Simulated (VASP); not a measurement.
Wanted: the native input for a VASP 6.6.1 run.

```yaml
Task: single point
Functional: PBE
Potentials_or_basis: VASP PAW PBE potentials, release 64 (Sn_d, Se)
Cutoff: 520 eV
k_mesh: 12 × 12 × 4
Occupations: gaussian, width 0.1 eV
Spin: no spin polarisation
Dipole_correction: no
Further_INCAR_settings: ALGO = Normal; EDIFF = 1e-07; NBANDS = 27
```

The structure of SnSe4 lies in POSCAR:

```
SnSe4
1.0
    4.5284565784      0.0000000000      0.0000000000
   -2.2642282892      3.9217584368      0.0000000000
    0.0000000000      0.0000000000     11.2475703647
Sn Se
1 4
Direct
    0.0000000000      0.0000000000      0.5000000000
    0.3333333333      0.6666666667      0.0000000000
    0.6666666667      0.3333333333      0.0000000000
    0.0000000000      0.0000000000      0.7071662994
    0.0000000000      0.0000000000      0.2928337006
```

One way to write it, as run:

INCAR

```
SYSTEM = SnSe4
  ALGO = Normal
  EDIFF = 1E-7
  ENCUT = 520
  GGA = PE
  ISIF = 2
  ISMEAR = 0
  LASPH = .TRUE.
  LCHARG = .TRUE.
  LELF = .TRUE.
  LREAL = .FALSE.
  LVHAR = .TRUE.
  LWAVE = .FALSE.
  NBANDS = 27
  NELM = 60
  PREC = Accurate
  SIGMA = 0.1
```

KPOINTS

```
k-points
0
G
  12 12 4
  0 0 0
```

Potentials or basis: VASP PAW PBE potentials, release 64 (Sn_d, Se).

The run is started by

```bash
$ cat potpaw_PBE.64/Sn_d/POTCAR potpaw_PBE.64/Se/POTCAR > POTCAR
$ mpirun -np 1 vasp_std > vasp.out
```

It gave:

```
Pressure               : 0.0 GPa
Largest force          : 0.014 eV/Å
Band gap on the k mesh : zero (band 19 reaches 0.89 eV, above the bottom of band 20 at -0.14 eV)
```

Caveat: spin-orbit coupling is left out, which moves the levels of the heavy elements; this functional lacks dispersion, which binds the layers, so the pressure and a relaxed spacing across them are unreliable.

It took 2.2 min on 1 thread of Intel(R) Xeon(R) 6975P-C (Granite Rapids) (shared host), peak memory 0.48 GiB.
